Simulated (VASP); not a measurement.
Write the native input for VASP 6.6.1 that does the following.

| Item | Value |
| --- | --- |
| Task | relaxation of cell and atoms |
| Functional | PBE |
| Potentials or basis | VASP PAW PBE potentials, release 64 (Cu, Cl) |
| Cutoff | 600 eV |
| k mesh | 4 × 4 × 6 |
| Occupations | gaussian, width 0.1 eV |
| Spin | no spin polarisation |
| Dipole correction | no |
| Further INCAR settings | ALGO = Normal; EDIFF = 1e-06; IBRION = 2; EDIFFG = -0.04; NSW = 90; ISIF = 3 |

The structure of Cu2Cl lies in POSCAR:

```
Cu2Cl
1.0
    4.6574995741      0.0000000000      0.0000000000
    0.0000000000      5.6844422872      0.0000000000
    0.0000000000      0.0000000000      3.5486110241
Cu Cl
4 2
Direct
    0.2004000000      0.3787000000      0.0000000000
    0.7996000000      0.6213000000      0.0000000000
    0.7004000000      0.1213000000      0.5000000000
    0.2996000000      0.8787000000      0.5000000000
    0.0000000000      0.0000000000      0.0000000000
    0.5000000000      0.5000000000      0.5000000000
```

One way to write it, as run:

INCAR

```
PREC     = Accurate       # precision mode
ENCUT    = 600            # plane-wave cutoff, eV
EDIFF    = 1E-6           # SCF threshold, eV
ISMEAR   = 0              # smearing method
SIGMA    = 0.1            # smearing width, eV
LREAL    = False          # projectors in reciprocal space
LASPH    = True           # aspherical terms in the spheres
NELM     = 100            # most SCF steps
ALGO     = Normal         # electronic algorithm
ISIF     = 3              # what is computed and relaxed
LWAVE    = False          # write WAVECAR
LCHARG   = False          # write CHGCAR
GGA      = PE             # functional
IBRION   = 2              # ionic algorithm
NSW      = 90             # ionic steps
EDIFFG   = -0.04          # ionic threshold
```

KPOINTS

```
regular mesh
0
Gamma
  4 4 6
```

Potentials or basis: VASP PAW PBE potentials, release 64 (Cu, Cl).

Run with:

```console
$ cat potpaw_PBE.64/Cu/POTCAR potpaw_PBE.64/Cl/POTCAR > POTCAR
$ mpirun -np 1 vasp_std > vasp.out
```

Results of the run:

```
Relaxed volume                        : 16.84 Å³/atom
Relaxed cell                          : a = 6.092 Å, b = 5.576 Å, c = 2.975 Å, α = 90.00°, β = 90.00°, γ = 90.00°
Space group after relaxing (to 0.1 Å) : Pnnm (No. 58)
Energy gained by relaxing             : 145.5 meV/atom
Ionic steps                           : 43
Pressure after relaxing               : -0.1 GPa
Largest force after relaxing          : 0.018 eV/Å
Band gap on the k mesh                : zero (bands 29 and 30 overlap by 2.51 eV)
```

Caveat: a cell axis changed by over 15 % at a fixed basis, so the end point is rough.

It took 31 min on 1 thread of AMD EPYC 9R45 96-Core Processor (Zen 5) (shared host), peak memory 0.28 GiB.
